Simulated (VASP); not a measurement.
Here is a VASP 6.6.1 calculation.

The input INCAR:

```
SYSTEM = WS2
PREC = Accurate
ENCUT = 500
EDIFF = 1E-6
ISMEAR = 0
SIGMA = 0.01
LREAL = .FALSE.
LASPH = .TRUE.
NELM = 120
ALGO = Normal
ISIF = 2
LWAVE = .FALSE.
LCHARG = .FALSE.
GGA = PS
NBANDS = 35
GGA_COMPAT = .FALSE.
```

File KPOINTS:

```
Automatic mesh
0
G
  8 8 2
  0 0 0
```

POSCAR

```
WS2
1.0
    3.0832467579      0.0000000000      0.0000000000
   -1.5416233789      2.6701700185      0.0000000000
    0.0000000000      0.0000000000     12.8130760810
W S
2 4
Direct
    0.3333333333      0.6666666667      0.2500000000
    0.6666666667      0.3333333333      0.7500000000
    0.3333333333      0.6666666667      0.6258066254
    0.6666666667      0.3333333333      0.1258066254
    0.3333333333      0.6666666667      0.8741933746
    0.6666666667      0.3333333333      0.3741933746
```

Potentials or basis: VASP PAW PBE potentials, release 64 (W_sv, S).

The run is started by

```console
$ cat potpaw_PBE.64/W_sv/POTCAR potpaw_PBE.64/S/POTCAR > POTCAR
$ mpirun -np 1 vasp_std > vasp.out
```

Q: Estimate the largest force.

A: 0.021 eV/Å.

Q: Estimate the pressure.

A: 4.3 GPa.

Q: What does it give for the band gap on the k mesh?

A: 1.38 eV (least direct gap 2.43 eV).

Stress tensor (GPa, compression positive):
```
6.41 0.00 0.00
0.00 6.41 0.00
0.00 0.00 0.12
```

Caveat: the cell differs from its parent crystal (in-plane strain -0.02, then relaxed in part); the stress differs along the axes, from 0 to 6 GPa; the PAW data sets were made with another functional, which shifts forces and pressure a little; spin-orbit coupling is left out, which moves the levels of the heavy elements; this functional lacks dispersion, which binds layers or chains, so the pressure and a relaxed spacing across them are unreliable. A k mesh can miss the band edges.
